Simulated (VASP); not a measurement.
Input of a VASP 6.6.1 run:

Contents of INCAR:

```
SYSTEM = Pt
PREC = Accurate ; ENCUT = 520
EDIFF = 1E-6 ; ISMEAR = 0
SIGMA = 0.15 ; LREAL = .FALSE.
LASPH = .TRUE. ; NELM = 80
ALGO = Fast ; ISIF = 2
LWAVE = .FALSE. ; LCHARG = .FALSE.
GGA = PS ; NBANDS = 11
```

File KPOINTS:

```
regular mesh
0
G
  20 20 20
  0 0 0
```

POSCAR

```
Pt
1.0
   -0.0097895000      1.9579000000      1.9579000000
    1.9579000000     -0.0097895000      1.9579000000
    1.9481105000      1.9481105000      0.0000000000
Pt
1
Direct
    0.0000000000      0.0000000000      0.0000000000
```

Potentials or basis: VASP PAW PBE potentials, release 64 (Pt).

Launch:

```console
$ cat potpaw_PBE.64/Pt/POTCAR > POTCAR
$ mpirun -np 1 vasp_std > vasp.out
```

Task: Estimate the pressure.

Result: 0.2 GPa.

Task: Predict the band gap on the k mesh.

Result: Zero (band 5 reaches 11.69 eV, above the bottom of band 6 at 9.42 eV).

Stress tensor (GPa, compression positive):
```
0.24 0.82 0.00
0.82 0.24 0.00
0.00 0.00 0.14
```

Caveat: the cell differs from its parent crystal (strain -0.0100 x Voigt [0, 0, 0, 0, 0, 1]); the PAW data sets were made with another functional, which shifts forces and pressure a little; spin-orbit coupling is left out, which moves the levels of the heavy elements.
